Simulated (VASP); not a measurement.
# Rh (R-3m) in VASP: further runs

Rh is run at these levels: PBEsol; tasks: single point, relaxation of cell and atoms.

All numbers are computed with VASP 6.6.1; they aren't measurements. Logs are shortened: lines on timing, memory, paths and dates and some standing lists are left out, and cuts for length are marked.

**1. The cell of the first run**

The typed cell holds 1 atom: a = 2.499 Å, b = 2.499 Å, c = 2.499 Å, α = 90.03°, β = 90.03°, γ = 90.03°.

This isn't the form of Rh at room conditions, which is fcc.

**2. Single point, PBEsol**

Contents of INCAR:

```
SYSTEM = Rh
  PREC = Accurate
  ENCUT = 520
  EDIFF = 1E-6
  ISMEAR = 0
  SIGMA = 0.1
  LREAL = .FALSE.
  LASPH = .TRUE.
  NELM = 80
  ALGO = Fast
  ISIF = 2
  LWAVE = .FALSE.
  LCHARG = .FALSE.
  GGA = PS
  NBANDS = 14
```

Contents of KPOINTS:

```
Automatic mesh
0
G
  21 21 21
  0 0 0
```

Contents of POSCAR:

```
Rh
1.0
    1.7674141656      1.0204170443      1.4420644041
   -1.7674141656      1.0204170443      1.4420644041
    0.0000000000     -2.0408340886      1.4420644041
Rh
1
Direct
    0.5000000000      0.5000000000      0.5000000000
```

Potentials or basis: VASP PAW PBE potentials, release 64 (Rh_pv).

On the command line:

```console
> cat potpaw_PBE.64/Rh_pv/POTCAR > POTCAR
> mpirun -np 1 vasp_std > vasp.out
```

OUTCAR:

```text
SYSTEM = Rh
   PREC = Accurate
   ENCUT = 520
   EDIFF = 1E-6
   ISMEAR = 0
   LREAL = .FALSE.
   LASPH = .TRUE.
   NELM = 80
   ISIF = 2
   GGA = PS

 ion  position               nearest neighbor table
   1  0.500  0.500  0.500-

  LATTYP: Found a trigonal (rhomboedric) cell.
 ALAT       =     2.4989104671
 COS(alpha) =    -0.0004727548

  Lattice vectors:

 A1 = (   1.7674141656,   1.0204170443,   1.4420644041)
 A2 = (  -1.7674141656,   1.0204170443,   1.4420644041)
 A3 = (   0.0000000000,  -2.0408340886,   1.4420644041)

Analysis of symmetry for initial positions (statically):
=====================================================================
 Subroutine PRICEL returns:
 Original cell was already a primitive cell.

 Routine SETGRP: Setting up the symmetry group for a
 trigonal (rhombohedral) supercell.

 Subroutine GETGRP returns: Found 12 space group operations
 (whereof 12 operations were pure point group operations)
 out of a pool of 12 trial point group operations.

The static configuration has the point symmetry D_3d.

Analysis of symmetry for dynamics (positions and initial velocities):
=====================================================================
 Subroutine PRICEL returns:
 Original cell was already a primitive cell.

 Routine SETGRP: Setting up the symmetry group for a
 trigonal (rhombohedral) supercell.

 Subroutine GETGRP returns: Found 12 space group operations
 (whereof 12 operations were pure point group operations)
 out of a pool of 12 trial point group operations.

The dynamic configuration has the point symmetry D_3d.

 Subroutine INISYM returns: Found 12 space group operations
 (whereof 12 operations are pure point group operations),
 and found     1 'primitive' translations

----------------------------------------------------------------------------------------

                                     Primitive cell

  volume of cell :      15.6046

  direct lattice vectors                    reciprocal lattice vectors
     1.767414166  1.020417044  1.442064404     0.282899170  0.163331912  0.231150101
    -1.767414166  1.020417044  1.442064404    -0.282899170  0.163331912  0.231150101
     0.000000000 -2.040834089  1.442064404     0.000000000 -0.326663824  0.231150101

  length of vectors
     2.498910467  2.498910467  2.498910467     0.400174491  0.400174491  0.400174491

  position of ions in fractional coordinates (direct lattice)
     0.500000000  0.500000000  0.500000000

  ion indices of the primitive-cell ions
   primitive index   ion index
                 1           1

----------------------------------------------------------------------------------------

 KPOINTS: Automatic mesh

Automatic generation of k-mesh.
 Grid dimensions read from file:
 generate k-points for:   21   21   21

 Generating k-lattice:

  Cartesian coordinates                     Fractional coordinates (reciprocal lattice)
     0.013471389  0.007777710  0.011007148     0.047619048  0.000000000  0.000000000
    -0.013471389  0.007777710  0.011007148     0.000000000  0.047619048  0.000000000
     0.000000000 -0.015555420  0.011007148     0.000000000  0.000000000  0.047619048

  Length of vectors
     0.019055928  0.019055928  0.019055928

  Shift w.r.t. Gamma in fractional coordinates (k-lattice)
     0.000000000  0.000000000  0.000000000

 Subroutine IBZKPT returns following result:
 ===========================================

 Found    891 irreducible k-points:

 Following reciprocal coordinates:
            Coordinates               Weight
  0.000000  0.000000  0.000000      1.000000
  0.047619  0.000000  0.000000      6.000000
  0.095238  0.000000  0.000000      6.000000
  0.142857  0.000000  0.000000      6.000000
  0.190476  0.000000  0.000000      6.000000
  0.238095  0.000000 -0.000000      6.000000
[... 16 lines left out ...]
 -0.428571  0.047619 -0.000000     12.000000
 -0.380952  0.047619  0.000000     12.000000
 [... further k-points ...]
   k-points           NKPTS =    891   k-points in BZ     NKDIM =    891   number of bands    NBANDS=     14
   number of dos      NEDOS =    301   number of ions     NIONS =      1
   total plane-waves  NPLWV =   8000
   dimension x,y,z NGX =    20 NGY =   20 NGZ =   20
   dimension x,y,z NGXF=    40 NGYF=   40 NGZF=   40
   ions per type =               1
   NGX,Y,Z   is equivalent  to a cutoff of  13.31, 13.31, 13.31 a.u.
   NGXF,Y,Z  is equivalent  to a cutoff of  26.61, 26.61, 26.61 a.u.
 SYSTEM =  Rh
   PREC   = accura    normal or accurate (medium, high low for compatibility)
   ISTART =      0    job   : 0-new  1-cont  2-samecut
   ICHARG =      2    charge: 1-file 2-atom 10-const
   ISPIN  =      1    spin polarized calculation?
   LNONCOLLINEAR =      F non collinear calculations
   LSORBIT =      F    spin-orbit coupling
   LASPH  =      T    aspherical Exc in radial PAW
   ENCUT  =  520.0 eV  38.22 Ry    6.18 a.u.   4.65  4.65  4.65*2*pi/ulx,y,z
   NELM   =     80;   NELMIN=  2; NELMDL= -5     # of ELM steps
   EDIFF  = 0.1E-05   stopping-criterion for ELM
   LREAL  =      F    real-space projection
   EDIFFG = 0.1E-04   stopping-criterion for IOM
   NSW    =      0    number of steps for IOM
   IBRION =     -1    ionic relax: 0-MD 1-quasi-New 2-CG
   NFREE  =      0    steps in history (QN), initial steepest desc. (CG)
   ISIF   =      2    stress and relaxation
   ISYM   =      2    0-nonsym 1-usesym 2-fastsym
   POTIM  = 0.5000    time-step for ionic-motion
   TEBEG  =    0.0;   TEEND  =   0.0 temperature during run
   PSTRESS=    0.0 pullay stress
   NELECT =      15.0000    total number of electrons
   NUPDOWN=      -1.0000    fix difference up-down
   EMIN   =  10.00;   EMAX   =-10.00  energy-range for DOS
   EFERMI =   0.00;   METHOD = LEGACY
   ISMEAR =     0;   SIGMA  =   0.10  broadening in eV -4-tet -1-fermi 0-gaus
   EFERMI_NEDOS =   21; number of points for ismear=-14 and -15
   IALGO  =     68    algorithm
   IMIX   =      4    mixing-type and parameters
     AMIX     =   0.40;   BMIX     =  1.00
     AMIX_MAG =   1.60;   BMIX_MAG =  1.00
  volume/ion in A,a.u.               =      15.60       105.30
  Fermi-wavevector in a.u.,A,eV,Ry     =   1.615677  3.053187 35.516824  2.610413
  Thomas-Fermi vector in A             =   2.710386
   LORBIT       =      0    0 simple, 1 ext, 2 COOP (PROOUT), +10 PAW based schemes
   GGA     = PS    functional components
   LHFCALC =     F    Hartree Fock is set to
   AEXX    =    0.0000 exact exchange contribution
   IVDW    =     0    specifies the selected vdW correction
   LEPSILON=     F    determine dielectric tensor
   LRPA    =     F    only Hartree local field effects (RPA)
 non-spin polarized calculation
 RMM-DIIS sequential band-by-band and
 Gauss-broadening in eV      SIGMA  =   0.10
  energy-cutoff  :      520.00
  volume of cell :       15.60
 maximum number of plane-waves:       443
   NGX =  9   NGY =  9   NGZ =  9

 number of electron      14.9999993 magnetization

 Free energy of the ion-electron system (eV)
  ---------------------------------------------------
  ext. energy  EPLUGINS =         0.00000000
  ---------------------------------------------------
  free energy    TOTEN  =        -7.25373049 eV

  energy without entropy =       -7.24511552  energy(sigma->0) =       -7.24942300

 E-fermi :   9.7199     XC(G=0): -13.2702

 val. band max:        9.7191243612   @ k =  -0.1905   0.2381   0.1905
 cond. band min:       9.7219341184   @ k =  -0.1429  -0.1905   0.0476
 fundamental gap:      0.0028097572
 Fermi energy:         9.7199234211

 k-point     1 :       0.0000    0.0000    0.0000
  band No.  band energies     occupation
      1     -36.2983      2.00000
      2     -36.2982      2.00000
      3     -36.2982      2.00000
      4       2.6200      2.00000
      5       4.3037      2.00000
      6       4.3037      2.00000
      7      10.5525      0.00000
      8      10.5533      0.00000
      9      10.5533      0.00000
     10      26.7702      0.00000
     11      26.7702      0.00000
     12      26.7790      0.00000
     13      30.6542      0.00000
     14      34.4249      0.00000

 k-point     2 :       0.0476    0.0000    0.0000
  band No.  band energies     occupation
      1     -36.3170      2.00000
      2     -36.2967      2.00000
      3     -36.2967      2.00000
      4       2.6885      2.00000
      5       4.3175      2.00000
      6       4.3670      2.00000
      7      10.4913      0.00000
      8      10.4919      0.00000
      9      10.5578      0.00000
     10      26.2876      0.00000
     11      26.8914      0.00000
     12      26.8975      0.00000
     13      30.6588      0.00000
     14      33.9734      0.00000

 k-point     3 :       0.0952    0.0000    0.0000
  band No.  band energies     occupation
      1     -36.3712      2.00000
      2     -36.2922      2.00000
      3     -36.2921      2.00000
      4       2.8829      2.00000
      5       4.3577      2.00000
      6       4.5622      2.00000
      7      10.3165      0.00000
      8      10.3172      0.00000
      9      10.5716      0.00000
     10      25.1347      0.00000
     11      27.2441      0.00000
     12      27.2506      0.00000
     13      30.6633      0.00000
     14      33.1244      0.00000
[... 324 lines left out ...]
 k-point    23 :      -0.4286    0.0476   -0.0000
  band No.  band energies     occupation
      1     -37.0665      2.00000
      2     -36.2492      2.00000
      3     -36.2297      2.00000
      4       4.9701      2.00000
      5       5.1104      2.00000
      6       7.9722      2.00000
      7       8.3931      2.00000
      8       9.5076      1.99733
      9      10.7061      0.00000
     10      16.6856      0.00000
     11      27.4999      0.00000
     12      31.2011      0.00000
     13      32.7816      0.00000
     14      32.9739      0.00000

 k-point    24 :      -0.3810    0.0476    0.0000
  band No.  band energies     occupation
      1     -37.0008      2.00000
      2     -36.2552      2.00000
      3     -36.2356      2.00000
      4       4.8603      2.00000
      5       4.9513      2.00000
      6       7.9427      2.00000
      7       8.5560      2.00000
      8       9.0260      2.00000
      9      10.6869      0.00000
     10      17.4594      0.00000
     11      27.8585      0.00000
     12      31.0362      0.00000
     13      32.1983      0.00000
     14      32.9456      0.00000

 [... further k-points ...]
[... 5 lines left out ...]
  --------------------------------------------------------------------------------------
  -------------------------------------------------------------------------------------
  Total       -0.0033141     -0.0033141     -0.0011246      0.0000000      0.0000000      0.0000000
  in kB       -0.3402691     -0.3402691     -0.1154673      0.0000000      0.0000000      0.0000000
  external PRESSURE =      -0.2653351 kB  Pullay stress =       0.0000000 kB

 VOLUME and BASIS-vectors are now :
 -----------------------------------------------------------------------------
  energy-cutoff  :      520.00
  volume of cell :       15.60
      direct lattice vectors                 reciprocal lattice vectors
     1.767414166  1.020417044  1.442064404     0.282899170  0.163331912  0.231150101
    -1.767414166  1.020417044  1.442064404    -0.282899170  0.163331912  0.231150101
     0.000000000 -2.040834089  1.442064404     0.000000000 -0.326663824  0.231150101

 POSITION                                       TOTAL-FORCE (eV/Angst)
 -----------------------------------------------------------------------------------
      0.00000      0.00000      2.16310         0.000000      0.000000      0.000000
 -----------------------------------------------------------------------------------
    total drift:                               -0.000000      0.000000      0.000000

  FREE ENERGIE OF THE ION-ELECTRON SYSTEM (eV)
  ---------------------------------------------------
  free  energy   TOTEN  =        -7.2537304904 eV

  energy  without entropy=       -7.2451155158  energy(sigma->0) =       -7.24942300
```

It took 82 s on 1 thread of AMD EPYC 9R45 (Zen 5), shared host; peak memory 0.24 GiB.

What came out:

* Free energy: -7.2537 eV
* Pressure: 0.0 GPa
* Band gap on the k mesh: zero (an odd number of electrons rules out a gap without spin polarisation)

Levels at points of the mesh, in eV from the Fermi level:
```csv
k point,band 5,band 6,band 7,band 8,band 9,band 10,band 11,band 12
"(0.00, 0.00, 0.00)",-5.42,-5.42,0.83,0.83,0.83,17.05,17.05,17.06
```

Caveat: the PAW data sets were made with another functional, which shifts forces and pressure a little.

**3. Relaxation of cell and atoms, PBEsol**

Contents of INCAR:

```
SYSTEM = Rh
ALGO = Fast
EDIFF = 1E-6
EDIFFG = -0.01
ENCUT = 600
GGA = PS
IBRION = 2
ISIF = 3
ISMEAR = 0
LASPH = .TRUE.
LCHARG = .FALSE.
LREAL = .FALSE.
LWAVE = .FALSE.
NELM = 60
NSW = 100
PREC = Accurate
SIGMA = 0.1
```

Contents of KPOINTS:

```
k-points
0
G
  21 21 21
  0 0 0
```

Contents of POSCAR:

```
Rh
1.0
    1.7924808337      1.0348892918      1.4015025361
   -1.7924808337      1.0348892918      1.4015025361
    0.0000000000     -2.0697785837      1.4015025361
Rh
1
Direct
    0.5000000000      0.5000000000      0.5000000000
```

Potentials or basis: VASP PAW PBE potentials, release 64 (Rh_pv).

On the command line:

```console
> cat potpaw_PBE.64/Rh_pv/POTCAR > POTCAR
> mpirun -np 1 vasp_std > vasp.out
```

Wall time 5.1 min (1 thread of AMD EPYC 9R45 (Zen 5), shared host); peak memory 0.27 GiB.

The run converged. Its results:

| Quantity | Value |
| --- | --- |
| Free energy | -7.2537 eV |
| Relaxed volume | 15.60 Å³/atom |
| Relaxed cell | a = 2.498 Å, b = 2.498 Å, c = 2.498 Å, α = 90.04°, β = 90.04°, γ = 90.04° |
| Space group after relaxing (to 0.1 Å) | Pm-3m (No. 221) |
| Energy gained by relaxing | 1.7 meV/atom |
| Ionic steps | 7 |
| Pressure after relaxing | 0.0 GPa |
| Band gap on the k mesh | zero (an odd number of electrons rules out a gap without spin polarisation) |

The path:
```
step  energy change (eV)  largest force (eV/Å)  pressure (GPa)  volume (Å³)
   1              0.0000                0.0000            0.07        15.60
   2             -0.0004                0.0000           -0.37        15.62
   3             -0.0011                0.0000           -0.98        15.66
   4             -0.0006                0.0000           -2.18        15.75
   5             -0.0012                0.0000           -1.06        15.69
   6             -0.0014                0.0000           -0.83        15.66
   7             -0.0017                0.0000            0.02        15.60
```

Final structure:
```cif
data_structure
_symmetry_space_group_name_H-M 'P 1'
_symmetry_Int_Tables_number 1
_cell_length_a 2.4985
_cell_length_b 2.4985
_cell_length_c 2.4985
_cell_angle_alpha 90.037
_cell_angle_beta 90.037
_cell_angle_gamma 90.037
_cell_volume 15.60
loop_
_atom_site_label
_atom_site_type_symbol
_atom_site_fract_x
_atom_site_fract_y
_atom_site_fract_z
_atom_site_occupancy
Rh1 Rh 0.50000 0.50000 0.50000 1
```

Levels at points of the mesh, in eV from the Fermi level:
| k point | band 6 | band 7 | band 8 | band 9 | band 10 | band 11 |
| --- | --- | --- | --- | --- | --- | --- |
| (0.00, 0.00, 0.00) | -5.42 | 0.83 | 0.83 | 0.83 | 17.05 | 17.05 |

Caveat: the PAW data sets were made with another functional, which shifts forces and pressure a little.
